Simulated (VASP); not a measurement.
# Tl in VASP: single point with LDA

Aim: the single point of Tl with LDA.

All numbers are computed with VASP 6.6.1; they aren't measurements. Logs are shortened: lines on timing, memory, paths and dates and some standing lists are left out, and cuts for length are marked.

## (1) The cell of the first run

The typed cell holds 1 atom: a = 3.391 Å, b = 3.391 Å, c = 3.915 Å, α = 54.73°, β = 54.73°, γ = 70.53°.

## (2) Single point, LDA

INCAR

```
PREC = Accurate ; ENCUT = 520
EDIFF = 1E-6 ; ISMEAR = 0
SIGMA = 0.15 ; LREAL = False
LASPH = True ; NELM = 100
ALGO = Fast ; ISIF = 2
LWAVE = False ; LCHARG = True
GGA = CA ; LELF = True
LVHAR = True ; NBANDS = 12
```

KPOINTS

```
Automatic mesh
0
Gamma
  18 18 18
```

POSCAR

```
Tl
1.0
    0.0000000000      2.7685137983      1.9573392554
    2.7685137983      0.0000000000      1.9573392554
    2.7685137983      2.7685137983      0.0000000000
Tl
1
Direct
    0.0000000000      0.0000000000      0.0000000000
```

Potentials or basis: VASP PAW LDA potentials, release 64 (Tl_d).

Run with:

```
> cat potpaw_LDA.64/Tl_d/POTCAR > POTCAR
> mpirun -np 1 vasp_std > vasp.out
```

OUTCAR:

```text
PREC = Accurate
   ENCUT = 520
   EDIFF = 1E-6
   ISMEAR = 0
   LREAL = False
   LASPH = True
   NELM = 100
   ISIF = 2
   GGA = CA

 ion  position               nearest neighbor table
   1  0.000  0.000  0.000-

  LATTYP: Found a body centered tetragonal cell.
 ALAT       =     3.9152697612
 C/A-ratio  =     0.9998489886

  Lattice vectors:

 A1 = (   0.0000000000,  -2.7685137983,  -1.9573392554)
 A2 = (   0.0000000000,   2.7685137983,  -1.9573392554)
 A3 = (   2.7685137983,   0.0000000000,   1.9573392554)

Analysis of symmetry for initial positions (statically):
=====================================================================
 Subroutine PRICEL returns:
 Original cell was already a primitive cell.

 Routine SETGRP: Setting up the symmetry group for a
 body centered tetragonal supercell.

 Subroutine GETGRP returns: Found 16 space group operations
 (whereof 16 operations were pure point group operations)
 out of a pool of 16 trial point group operations.

The static configuration has the point symmetry D_4h.

Analysis of symmetry for dynamics (positions and initial velocities):
=====================================================================
 Subroutine PRICEL returns:
 Original cell was already a primitive cell.

 Routine SETGRP: Setting up the symmetry group for a
 body centered tetragonal supercell.

 Subroutine GETGRP returns: Found 16 space group operations
 (whereof 16 operations were pure point group operations)
 out of a pool of 16 trial point group operations.

The dynamic configuration has the point symmetry D_4h.

 Subroutine INISYM returns: Found 16 space group operations
 (whereof 16 operations are pure point group operations),
 and found     1 'primitive' translations

----------------------------------------------------------------------------------------

                                     Primitive cell

  volume of cell :      30.0047

  direct lattice vectors                    reciprocal lattice vectors
     0.000000000  2.768513798  1.957339255    -0.180602315  0.180602315  0.255448818
     2.768513798  0.000000000  1.957339255     0.180602315 -0.180602315  0.255448818
     2.768513798  2.768513798  0.000000000     0.180602315  0.180602315 -0.255448818

  length of vectors
     3.390552405  3.390552405  3.915269761     0.361231907  0.361231907  0.361231907

  position of ions in fractional coordinates (direct lattice)
     0.000000000  0.000000000  0.000000000

  ion indices of the primitive-cell ions
   primitive index   ion index
                 1           1

----------------------------------------------------------------------------------------

 KPOINTS: Automatic mesh

Automatic generation of k-mesh.
 Grid dimensions read from file:
 generate k-points for:   18   18   18

 Generating k-lattice:

  Cartesian coordinates                     Fractional coordinates (reciprocal lattice)
    -0.010033462  0.010033462  0.014191601     0.055555556 -0.000000000  0.000000000
     0.010033462 -0.010033462  0.014191601    -0.000000000  0.055555556  0.000000000
     0.010033462  0.010033462 -0.014191601     0.000000000  0.000000000  0.055555556

  Length of vectors
     0.020068439  0.020068439  0.020068439

  Shift w.r.t. Gamma in fractional coordinates (k-lattice)
     0.000000000  0.000000000  0.000000000

 Subroutine IBZKPT returns following result:
 ===========================================

 Found    480 irreducible k-points:

 Following reciprocal coordinates:
            Coordinates               Weight
  0.000000  0.000000  0.000000      1.000000
  0.055556  0.000000  0.000000      8.000000
  0.111111  0.000000  0.000000      8.000000
  0.166667  0.000000  0.000000      8.000000
  0.222222  0.000000  0.000000      8.000000
  0.277778  0.000000  0.000000      8.000000
[... 16 lines left out ...]
 -0.277778  0.055556  0.000000      8.000000
 -0.222222  0.055556  0.000000      8.000000
 [... further k-points ...]
   k-points           NKPTS =    480   k-points in BZ     NKDIM =    480   number of bands    NBANDS=     12
   number of dos      NEDOS =    301   number of ions     NIONS =      1
   total plane-waves  NPLWV =  23520
   dimension x,y,z NGX =    28 NGY =   28 NGZ =   30
   dimension x,y,z NGXF=    56 NGYF=   56 NGZF=   60
   ions per type =               1
   NGX,Y,Z   is equivalent  to a cutoff of  13.73, 13.73, 12.74 a.u.
   NGXF,Y,Z  is equivalent  to a cutoff of  27.46, 27.46, 25.48 a.u.
 SYSTEM =  unknown system
   PREC   = accura    normal or accurate (medium, high low for compatibility)
   ISTART =      0    job   : 0-new  1-cont  2-samecut
   ICHARG =      2    charge: 1-file 2-atom 10-const
   ISPIN  =      1    spin polarized calculation?
   LNONCOLLINEAR =      F non collinear calculations
   LSORBIT =      F    spin-orbit coupling
   LASPH  =      T    aspherical Exc in radial PAW
   ENCUT  =  520.0 eV  38.22 Ry    6.18 a.u.   6.30  6.30  7.28*2*pi/ulx,y,z
   NELM   =    100;   NELMIN=  2; NELMDL= -5     # of ELM steps
   EDIFF  = 0.1E-05   stopping-criterion for ELM
   LREAL  =      F    real-space projection
   EDIFFG = 0.1E-04   stopping-criterion for IOM
   NSW    =      0    number of steps for IOM
   IBRION =     -1    ionic relax: 0-MD 1-quasi-New 2-CG
   NFREE  =      0    steps in history (QN), initial steepest desc. (CG)
   ISIF   =      2    stress and relaxation
   ISYM   =      2    0-nonsym 1-usesym 2-fastsym
   POTIM  = 0.5000    time-step for ionic-motion
   TEBEG  =    0.0;   TEEND  =   0.0 temperature during run
   PSTRESS=    0.0 pullay stress
   NELECT =      13.0000    total number of electrons
   NUPDOWN=      -1.0000    fix difference up-down
   EMIN   =  10.00;   EMAX   =-10.00  energy-range for DOS
   EFERMI =   0.00;   METHOD = LEGACY
   ISMEAR =     0;   SIGMA  =   0.15  broadening in eV -4-tet -1-fermi 0-gaus
   EFERMI_NEDOS =   21; number of points for ismear=-14 and -15
   IALGO  =     68    algorithm
   IMIX   =      4    mixing-type and parameters
     AMIX     =   0.40;   BMIX     =  1.00
     AMIX_MAG =   1.60;   BMIX_MAG =  1.00
  volume/ion in A,a.u.               =      30.00       202.48
  Fermi-wavevector in a.u.,A,eV,Ry     =   1.238776  2.340947 20.879038  1.534566
  Thomas-Fermi vector in A             =   2.373287
   LORBIT       =      0    0 simple, 1 ext, 2 COOP (PROOUT), +10 PAW based schemes
   GGA     = CA    functional components
   LHFCALC =     F    Hartree Fock is set to
   AEXX    =    0.0000 exact exchange contribution
   IVDW    =     0    specifies the selected vdW correction
   LEPSILON=     F    determine dielectric tensor
   LRPA    =     F    only Hartree local field effects (RPA)
 non-spin polarized calculation
 RMM-DIIS sequential band-by-band and
 Gauss-broadening in eV      SIGMA  =   0.15
  energy-cutoff  :      520.00
  volume of cell :       30.00
 maximum number of plane-waves:       821
 NGX is ok and might be reduce to    28
   NGX = 13   NGY = 13   NGZ = 15

 number of electron      13.0000002 magnetization

 Free energy of the ion-electron system (eV)
  ---------------------------------------------------
  ext. energy  EPLUGINS =         0.00000000
  ---------------------------------------------------
  free energy    TOTEN  =        -2.90623364 eV

  energy without entropy =       -2.90202153  energy(sigma->0) =       -2.90412758

 E-fermi :   5.7947     XC(G=0): -10.2710

 val. band max:        5.7648783457   @ k =  -0.3889   0.2778   0.0556
 cond. band min:       5.8547250952   @ k =   0.3889  -0.0000   0.3333
 fundamental gap:      0.0898467496
 Fermi energy:         5.7947320203

 k-point     1 :       0.0000    0.0000    0.0000
  band No.  band energies     occupation
      1      -5.7681      2.00000
      2      -5.7679      2.00000
      3      -5.7679      2.00000
      4      -5.3763      2.00000
      5      -5.3762      2.00000
      6      -3.9541      2.00000
      7      16.0453      0.00000
      8      16.0453      0.00000
      9      16.0465      0.00000
     10      18.0311      0.00000
     11      18.0311      0.00000
     12      18.0328      0.00000

 k-point     2 :       0.0556    0.0000    0.0000
  band No.  band energies     occupation
      1      -5.7730      2.00000
      2      -5.7639      2.00000
      3      -5.7500      2.00000
      4      -5.3817      2.00000
      5      -5.3764      2.00000
      6      -3.8873      2.00000
      7      15.2984      0.00000
      8      15.7922      0.00000
      9      15.9124      0.00000
     10      17.7042      0.00000
     11      17.9582      0.00000
     12      17.9881      0.00000

 k-point     3 :       0.1111    0.0000    0.0000
  band No.  band energies     occupation
      1      -5.7874      2.00000
      2      -5.7554      2.00000
      3      -5.6978      2.00000
      4      -5.3967      2.00000
      5      -5.3767      2.00000
      6      -3.6843      2.00000
      7      13.6766      0.00000
      8      15.1645      0.00000
      9      15.5184      0.00000
     10      17.2048      0.00000
     11      17.7762      0.00000
     12      18.0267      0.00000

 k-point     4 :       0.1667    0.0000    0.0000
  band No.  band energies     occupation
      1      -5.8094      2.00000
      2      -5.7511      2.00000
      3      -5.6162      2.00000
      4      -5.4156      2.00000
      5      -5.3770      2.00000
      6      -3.3403      2.00000
      7      11.8406      0.00000
      8      14.3772      0.00000
      9      14.9591      0.00000
     10      16.7477      0.00000
     11      17.5515      0.00000
     12      18.2861      0.00000

 k-point     5 :       0.2222    0.0000    0.0000
  band No.  band energies     occupation
      1      -5.8362      2.00000
      2      -5.7606      2.00000
      3      -5.5139      2.00000
      4      -5.4294      2.00000
      5      -5.3770      2.00000
      6      -2.8534      2.00000
      7      10.0062      0.00000
      8      13.5735      0.00000
      9      14.3666      0.00000
     10      16.3660      0.00000
     11      17.3314      0.00000
     12      18.7445      0.00000
[... 228 lines left out ...]
      1      -5.8926      2.00000
      2      -5.8452      2.00000
      3      -5.4300      2.00000
      4      -5.3876      2.00000
      5      -5.2051      2.00000
      6      -0.5564      2.00000
      7       5.1589      2.00000
      8      11.5145      0.00000
      9      12.7357      0.00000
     10      16.1063      0.00000
     11      17.1748      0.00000
     12      19.6502      0.00000

 k-point    22 :      -0.3333    0.0556    0.0000
  band No.  band energies     occupation
      1      -5.8715      2.00000
      2      -5.8092      2.00000
      3      -5.4432      2.00000
      4      -5.3841      2.00000
      5      -5.2961      2.00000
      6      -1.4090      2.00000
      7       6.6523      0.00000
      8      11.9728      0.00000
      9      13.0445      0.00000
     10      16.2498      0.00000
     11      17.2957      0.00000
     12      18.9803      0.00000

 k-point    23 :      -0.2778    0.0556    0.0000
  band No.  band energies     occupation
      1      -5.8455      2.00000
      2      -5.7727      2.00000
      3      -5.4515      2.00000
      4      -5.4048      2.00000
      5      -5.3813      2.00000
      6      -2.1617      2.00000
      7       8.2925      0.00000
      8      12.5790      0.00000
      9      13.4616      0.00000
     10      16.4428      0.00000
     11      17.4603      0.00000
     12      18.4089      0.00000

 k-point    24 :      -0.2222    0.0556    0.0000
  band No.  band energies     occupation
      1      -5.8177      2.00000
      2      -5.7477      2.00000
      3      -5.5172      2.00000
      4      -5.4489      2.00000
      5      -5.3783      2.00000
      6      -2.7866      2.00000
      7      10.0366      0.00000
      8      13.2986      0.00000
      9      13.9675      0.00000
     10      16.6501      0.00000
     11      17.6570      0.00000
     12      18.0054      0.00000

 [... further k-points ...]
[... 5 lines left out ...]
  --------------------------------------------------------------------------------------
  -------------------------------------------------------------------------------------
  Total       -0.5968311     -0.5968311     -0.5965821      0.0000000     -0.0000000     -0.0000000
  in kB      -31.8693038    -31.8693038    -31.8560062      0.0000000     -0.0000000     -0.0000000
  external PRESSURE =     -31.8648713 kB  Pullay stress =       0.0000000 kB

 VOLUME and BASIS-vectors are now :
 -----------------------------------------------------------------------------
  energy-cutoff  :      520.00
  volume of cell :       30.00
      direct lattice vectors                 reciprocal lattice vectors
     0.000000000  2.768513798  1.957339255    -0.180602315  0.180602315  0.255448818
     2.768513798  0.000000000  1.957339255     0.180602315 -0.180602315  0.255448818
     2.768513798  2.768513798  0.000000000     0.180602315  0.180602315 -0.255448818

 POSITION                                       TOTAL-FORCE (eV/Angst)
 -----------------------------------------------------------------------------------
      0.00000      0.00000      0.00000         0.000000      0.000000     -0.000000
 -----------------------------------------------------------------------------------
    total drift:                               -0.000000     -0.000000     -0.000000

  FREE ENERGIE OF THE ION-ELECTRON SYSTEM (eV)
  ---------------------------------------------------
  free  energy   TOTEN  =        -2.9062336368 eV

  energy  without entropy=       -2.9020215310  energy(sigma->0) =       -2.90412758
```

Wall time 2.6 min (1 thread of Intel Xeon Platinum 8375C at 2.90GHz (Ice Lake), shared host); peak memory 0.27 GiB.

Results:

```
Free energy : -2.9062 eV
Pressure    : -3.2 GPa
```

Caveat: spin-orbit coupling is left out, which moves the levels of the heavy elements.
